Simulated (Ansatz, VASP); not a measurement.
Two plane-wave programs on Ge

```xyz
12
Lattice="6.9795 0.0000 0.0000 0.0000 6.9795 0.0000 0.0000 0.0000 6.9412" Properties=species:S:1:pos:R:3 pbc="T T T"
Ge    4.3862    4.3862    4.3383
Ge    2.5933    2.5933    0.8677
Ge    2.5933    4.3862    2.6030
Ge    4.3862    2.5933    6.0736
Ge    1.0957    4.0633    6.3234
Ge    5.8838    2.9162    2.8528
Ge    2.9162    1.0957    4.5881
Ge    4.0633    5.8838    1.1175
Ge    5.8838    4.0633    0.6178
Ge    1.0957    2.9162    4.0884
Ge    4.0633    1.0957    2.3531
Ge    2.9162    5.8838    5.8238
```

Alike in both runs: functional PBE; k mesh 4 × 4 × 4; occupations gaussian, width 0.1 eV; no spin polarisation.

Ansatz relaxed the structure, and its values are those at the end. VASP's run is a single point on that final structure, the one shown.

|  | VASP | Ansatz |
| --- | --- | --- |
| version | VASP 6.6.1 | Ansatz 0.2.0 |
| potentials or method | VASP PAW PBE potentials, release 64 (Ge_d), cutoff 500 eV | scalar-relativistic, plane waves, PAW |
| valence electrons in the cell | 168 | 168 |

|  | VASP | Ansatz | Ansatz less VASP |
| --- | --- | --- | --- |
| gap on the k mesh at the Fermi level (eV) | none | none | - |
| pressure (GPa) | 0.0 | 0.1 | +0.08 |
| rms of the force components (eV/Å) | 0.008 | 0.008 | 0.0000 |

A gap of «none» marks a metal or a gap that the smearing closes.
